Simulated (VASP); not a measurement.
# BN (P-1) in VASP: notebook

BN is run at these levels: PBE; tasks: electric field gradients.

Everything below comes from runs of VASP 6.6.1. Logs are shortened: lines on timing, memory, paths and dates and some standing lists are left out, and cuts for length are marked.

### 1 The cell of the first run

The typed cell holds 4 atoms: a = 2.504 Å, b = 2.515 Å, c = 6.661 Å, α = 90.21°, β = 90.57°, γ = 120.43°.

### 2 Electric field gradients, PBE (equal xy, yz and zx shear strains of -1 %)

Input file INCAR:

```
SYSTEM = BN
ALGO     = Normal         ! electronic algorithm
EDIFF    = 1E-8           ! SCF threshold, eV
ENCUT    = 520            ! plane-wave cutoff, eV
GGA      = PE             ! functional
ISIF     = 2              ! what is computed and relaxed
ISMEAR   = -1             ! smearing method
LASPH    = .TRUE.         ! aspherical terms in the spheres
LCHARG   = .FALSE.        ! write CHGCAR
LEFG     = .TRUE.       
LREAL    = .FALSE.        ! projectors in reciprocal space
LWAVE    = .FALSE.        ! write WAVECAR
NBANDS   = 16             ! bands
NELM     = 60             ! most SCF steps
PREC     = Accurate       ! precision mode
SIGMA    = 0.02           ! smearing width, eV
```

Input file KPOINTS:

```
k-points
0
G
  11 11 4
  0 0 0
```

Input file POSCAR:

```
BN
1.0
    2.5039917043     -0.0125199585     -0.0125199585
   -1.2628384543      2.1747804061     -0.0045826229
   -0.0333060000     -0.0333060000      6.6612000000
B N
2 2
Direct
    0.3333333333      0.6666666667      0.2500000000
    0.6666666667      0.3333333333      0.7500000000
    0.3333333333      0.6666666667      0.7500000000
    0.6666666667      0.3333333333      0.2500000000
```

Potentials or basis: VASP PAW PBE potentials, release 64 (B, N).

Run with:

```bash
$ cat potpaw_PBE.64/B/POTCAR potpaw_PBE.64/N/POTCAR > POTCAR
$ mpirun -np 1 vasp_std > vasp.out
```

OUTCAR:

```text
SYSTEM = BN
   EDIFF = 1E-8
   ENCUT = 520
   GGA = PE
   ISIF = 2
   ISMEAR = -1
   LASPH = .TRUE.
   LREAL = .FALSE.
   NELM = 60
   PREC = Accurate

 ion  position               nearest neighbor table
   1  0.333  0.667  0.250-   4 1.44   4 1.45   4 1.45
   2  0.667  0.333  0.750-   3 1.44   3 1.45   3 1.45
   3  0.333  0.667  0.750-   2 1.44   2 1.45   2 1.45
   4  0.667  0.333  0.250-   1 1.44   1 1.45   1 1.45

  LATTYP: Found a triclinic cell.
 ALAT       =     2.4932156207
 B/A-ratio  =     1.0043472704
 C/A-ratio  =     2.6717972054
 COS(alpha) =     0.0099745013
 COS(beta)  =     0.0136846555
 COS(gamma) =     0.4934979113

  Lattice vectors:

 A1 = (   1.2411532500,   2.1622604476,  -0.0171025814)
 A2 = (   2.5039917043,  -0.0125199585,  -0.0125199585)
 A3 = (   0.0333060000,   0.0333060000,  -6.6612000000)

Analysis of symmetry for initial positions (statically):
=====================================================================
 Subroutine PRICEL returns:
 Original cell was already a primitive cell.

 Routine SETGRP: Setting up the symmetry group for a
 triclinic supercell.

 Subroutine GETGRP returns: Found  2 space group operations
 (whereof  2 operations were pure point group operations)
 out of a pool of  2 trial point group operations.

The static configuration has the point symmetry S_2 .

Analysis of symmetry for dynamics (positions and initial velocities):
=====================================================================
 Subroutine PRICEL returns:
 Original cell was already a primitive cell.

 Routine SETGRP: Setting up the symmetry group for a
 triclinic supercell.

 Subroutine GETGRP returns: Found  2 space group operations
 (whereof  2 operations were pure point group operations)
 out of a pool of  2 trial point group operations.

The dynamic configuration has the point symmetry S_2 .

 Subroutine INISYM returns: Found  2 space group operations
 (whereof  2 operations are pure point group operations),
 and found     1 'primitive' translations

----------------------------------------------------------------------------------------

                                     Primitive cell

  volume of cell :      36.1673

  direct lattice vectors                    reciprocal lattice vectors
     2.503991704 -0.012519958 -0.012519958     0.400541126  0.232590492  0.003165658
    -1.262838454  2.174780406 -0.004582623     0.002317423  0.461167090  0.002317423
    -0.033306000 -0.033306000  6.661200000     0.000754425  0.000754425  0.150130645

  length of vectors
     2.504054303  2.514846273  6.661366528     0.463186304  0.461178735  0.150134436

  position of ions in fractional coordinates (direct lattice)
     0.333333333  0.666666667  0.250000000
     0.666666667  0.333333333  0.750000000
     0.333333333  0.666666667  0.750000000
     0.666666667  0.333333333  0.250000000

  ion indices of the primitive-cell ions
   primitive index   ion index
                 1           1
                 2           2
                 3           3
                 4           4

----------------------------------------------------------------------------------------

 KPOINTS: k-points

Automatic generation of k-mesh.
 Grid dimensions read from file:
 generate k-points for:   11   11    4

 Generating k-lattice:

  Cartesian coordinates                     Fractional coordinates (reciprocal lattice)
[... 43 lines left out ...]
   number of dos      NEDOS =    301   number of ions     NIONS =      4
   total plane-waves  NPLWV =  20000
   dimension x,y,z NGX =    20 NGY =   20 NGZ =   50
   dimension x,y,z NGXF=    40 NGYF=   40 NGZF=  100
   ions per type =               2   2
   NGX,Y,Z   is equivalent  to a cutoff of  13.28, 13.22, 12.48 a.u.
   NGXF,Y,Z  is equivalent  to a cutoff of  26.56, 26.44, 24.96 a.u.
 SYSTEM =  BN
   PREC   = accura    normal or accurate (medium, high low for compatibility)
   ISTART =      0    job   : 0-new  1-cont  2-samecut
   ICHARG =      2    charge: 1-file 2-atom 10-const
   ISPIN  =      1    spin polarized calculation?
   LNONCOLLINEAR =      F non collinear calculations
   LSORBIT =      F    spin-orbit coupling
   LASPH  =      T    aspherical Exc in radial PAW
   ENCUT  =  520.0 eV  38.22 Ry    6.18 a.u.   4.66  4.68 12.39*2*pi/ulx,y,z
   NELM   =     60;   NELMIN=  2; NELMDL= -5     # of ELM steps
   EDIFF  = 0.1E-07   stopping-criterion for ELM
   LREAL  =      F    real-space projection
   EDIFFG = 0.1E-06   stopping-criterion for IOM
   NSW    =      0    number of steps for IOM
   IBRION =     -1    ionic relax: 0-MD 1-quasi-New 2-CG
   NFREE  =      0    steps in history (QN), initial steepest desc. (CG)
   ISIF   =      2    stress and relaxation
   ISYM   =      2    0-nonsym 1-usesym 2-fastsym
   POTIM  = 0.5000    time-step for ionic-motion
   TEBEG  =    0.0;   TEEND  =   0.0 temperature during run
   PSTRESS=    0.0 pullay stress
   NELECT =      16.0000    total number of electrons
   NUPDOWN=      -1.0000    fix difference up-down
   EMIN   =  10.00;   EMAX   =-10.00  energy-range for DOS
   EFERMI =   0.00;   METHOD = LEGACY
   ISMEAR =    -1;   SIGMA  =   0.02  broadening in eV -4-tet -1-fermi 0-gaus
   EFERMI_NEDOS =   21; number of points for ismear=-14 and -15
   IALGO  =     38    algorithm
   IMIX   =      4    mixing-type and parameters
     AMIX     =   0.40;   BMIX     =  1.00
     AMIX_MAG =   1.60;   BMIX_MAG =  1.00
  volume/ion in A,a.u.               =       9.04        61.02
  Fermi-wavevector in a.u.,A,eV,Ry     =   1.247411  2.357264 21.171117  1.556033
  Thomas-Fermi vector in A             =   2.381544
   LORBIT       =      0    0 simple, 1 ext, 2 COOP (PROOUT), +10 PAW based schemes
   GGA     = PE    functional components
   LHFCALC =     F    Hartree Fock is set to
   AEXX    =    0.0000 exact exchange contribution
   IVDW    =     0    specifies the selected vdW correction
   LEPSILON=     F    determine dielectric tensor
   LRPA    =     F    only Hartree local field effects (RPA)
 non-spin polarized calculation
  energy-cutoff  :      520.00
  volume of cell :       36.17
 maximum number of plane-waves:       989
   NGX =  9   NGY =  9   NGZ = 25

 number of electron      15.9999998 magnetization

 Free energy of the ion-electron system (eV)
  ---------------------------------------------------
  ext. energy  EPLUGINS =         0.00000000
  ---------------------------------------------------
  free energy    TOTEN  =       -35.15042414 eV

  energy without entropy =      -35.15042414  energy(sigma->0) =      -35.15042414

 E-fermi :   2.7643     XC(G=0): -10.0496

 val. band max:        2.2816307776   @ k =   0.3636   0.2727   0.0000
 cond. band min:       6.5775973322   @ k =   0.4545   0.4545   0.0000
 fundamental gap:      4.2959665546
 Fermi energy:         2.7642710601

 k-point     1 :       0.0000    0.0000    0.0000
  band No.  band energies     occupation
      1     -15.5467      2.00000
      2     -15.2592      2.00000
      3      -3.9514      2.00000
      4      -1.8571      2.00000
      5       0.8952      2.00000
      6       0.9317      2.00000
[... 433 lines left out ...]
      3      -5.0733      2.00000
      4      -5.0279      2.00000
      5      -2.9907      2.00000
      6      -2.9285      2.00000
[... 8 lines left out ...]
     15      16.9901      0.00000
     16      19.0876      0.00000

 [... further k-points ...]

------------------------ aborting loop because EDIFF is reached ----------------------------------------

  FORCE on cell =-STRESS in cart. coord.  units (eV):
  Direction    XX          YY          ZZ          XY          YZ          ZX
  --------------------------------------------------------------------------------------
  -------------------------------------------------------------------------------------
  Total        0.8502680      0.8495956      0.6110855      0.8439564      0.0047702      0.0047111
  in kB       37.6660608     37.6362740     27.0705057     37.3864652      0.2113140      0.2086993
  external PRESSURE =      34.1242802 kB  Pullay stress =       0.0000000 kB

 VOLUME and BASIS-vectors are now :
 -----------------------------------------------------------------------------
  energy-cutoff  :      520.00
  volume of cell :       36.17
      direct lattice vectors                 reciprocal lattice vectors
     2.503991704 -0.012519958 -0.012519958     0.400541126  0.232590492  0.003165658
    -1.262838454  2.174780406 -0.004582623     0.002317423  0.461167090  0.002317423
    -0.033306000 -0.033306000  6.661200000     0.000754425  0.000754425  0.150130645

 POSITION                                       TOTAL-FORCE (eV/Angst)
 -----------------------------------------------------------------------------------
     -0.01555      1.43735      1.65807         0.125380      0.003061     -0.000754
      1.22340      0.69160      4.98603        -0.125380     -0.003061      0.000754
     -0.03221      1.42070      4.98867         0.127180      0.003072     -0.000592
      1.24006      0.70825      1.65543        -0.127180     -0.003072      0.000592
 -----------------------------------------------------------------------------------
    total drift:                                0.000000     -0.000000     -0.000000

  FREE ENERGIE OF THE ION-ELECTRON SYSTEM (eV)
  ---------------------------------------------------
  free  energy   TOTEN  =       -35.1504241437 eV

  energy  without entropy=      -35.1504241437  energy(sigma->0) =      -35.15042414

 Electric field gradients (V/A^2)
---------------------------------------------------------------------
 ion       V_xx      V_yy      V_zz      V_xy      V_xz      V_yz
---------------------------------------------------------------------
   1     -17.545   -17.538    35.083    -0.437     0.267     0.267
   2     -17.545   -17.538    35.083    -0.437     0.267     0.267
   3      -0.856    -0.865     1.721    -1.844    -0.019    -0.017
   4      -0.856    -0.865     1.721    -1.844    -0.019    -0.017
---------------------------------------------------------------------

 Electric field gradients after diagonalization (V/A^2)
 (convention: |V_zz| > |V_xx| > |V_yy|)
----------------------------------------------------------------------
 ion       V_xx      V_yy      V_zz     asymmetry (V_yy - V_xx)/ V_zz
----------------------------------------------------------------------
   1     -17.981   -17.105    35.085       0.025
   2     -17.981   -17.105    35.085       0.025
   3       1.721     0.984    -2.705       0.273
   4       1.721     0.984    -2.705       0.273
----------------------------------------------------------------------

           NMR quadrupolar parameters

 Cq : quadrupolar parameter    Cq=e*Q*V_zz/h
 eta: asymmetry parameters     (V_yy - V_xx)/ V_zz
 Q  : nuclear electric quadrupole moment in mb (millibarn)
----------------------------------------------------------------------
 ion       Cq(MHz)       eta       Q (mb)
----------------------------------------------------------------------
   1       0.085       0.025       1.000
   2       0.085       0.025       1.000
   3      -0.007       0.273       1.000
   4      -0.007       0.273       1.000
----------------------------------------------------------------------
```

Wall time 66 s (1 thread of Intel Xeon 6975P-C (Granite Rapids), shared host); peak memory 0.23 GiB.

Results:

- Free energy: -35.1504 eV
- Pressure: 3.4 GPa
- Largest force: 0.127 eV/Å
- Band gap on the k mesh: 4.30 eV (least direct gap 4.66 eV)
- Largest electric field gradient by atom: B +35.1; N -2.7 V/Å²

Forces in eV/Å, atoms in the order of the input:
```
B    0.125  0.003 -0.001
B   -0.125 -0.003  0.001
N    0.127  0.003 -0.001
N   -0.127 -0.003  0.001
```

Levels at points of the mesh, in eV from the valence-band top:
```
           k point  band 6  band 7  band 8  band 9  band 10  band 11
(0.00, 0.00, 0.00)   -1.35   -1.34   -1.30    5.21    10.25    11.38
(0.00, 0.00, 0.50)   -1.37   -1.32   -1.32    7.56     7.56    11.46
```

Electric field gradients, principal values (V/Å²):
```tsv
atom	least	middle	greatest (by size)
1 B	-17.105	-17.981	35.085
2 B	-17.105	-17.981	35.085
3 N	0.984	1.721	-2.705
4 N	0.984	1.721	-2.705
```

Caveat: the cell differs from its parent crystal (equal xy, yz and zx shear strains of -1 %); the cell stands under pressure; without QUAD_EFG the Cq values of the log hold for a quadrupole moment of 1 mb, not for the nuclei; an odd mesh through Γ misses points on the zone boundary, where band edges can lie.

(Part 1 of 3 ends here.)
